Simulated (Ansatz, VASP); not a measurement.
## MgO2: VASP beside Ansatz

```
CELL_PARAMETERS angstrom
1.60476 0.92651 3.66868
-1.60476 0.92651 3.66868
0.00000 -1.85302 3.66868
ATOMIC_POSITIONS crystal
Mg 0.00000 0.00000 0.00000
O 0.42879 0.42879 0.42879
O 0.57121 0.57121 0.57121
```

Change from the starting cell: strain +0.000 along x and y, +0.050 along z, atoms carried along.

Alike in both runs: task single point; functional PBEsol; k mesh 12 × 12 × 12; occupations gaussian, width 0.05 eV; no spin polarisation.

```csv
,VASP,Ansatz
version,VASP 6.6.1,Ansatz 0.2.0
potentials or method,"VASP PAW PBE potentials, release 64 (Mg, O), cutoff 520 eV","scalar-relativistic, plane waves, PAW"
valence electrons in the cell,14,22
```

```tsv
	VASP	Ansatz	Ansatz less VASP
gap on the k mesh at the Fermi level (eV)	1.28	1.30	+0.020
least direct gap on the mesh (eV)	1.28	1.30	+0.020
pressure (GPa)	-12.2	-11.9	+0.35
traceless stress, the component that is largest in VASP (GPa)	-14.66	-15.26	-0.598
rms of the force components (eV/Å)	0.522	0.573	+0.0515
```

VASP's potentials were made for PBE, not for PBEsol. Atom by atom the forces differ by 0.051 eV/Å (rms over components). With one functional, cell and mesh, what is left measures potentials, basis and numerics. VASP's potentials hold 14 valence electrons a cell and Ansatz's 22, so a difference there can come from the potentials and not from the codes.
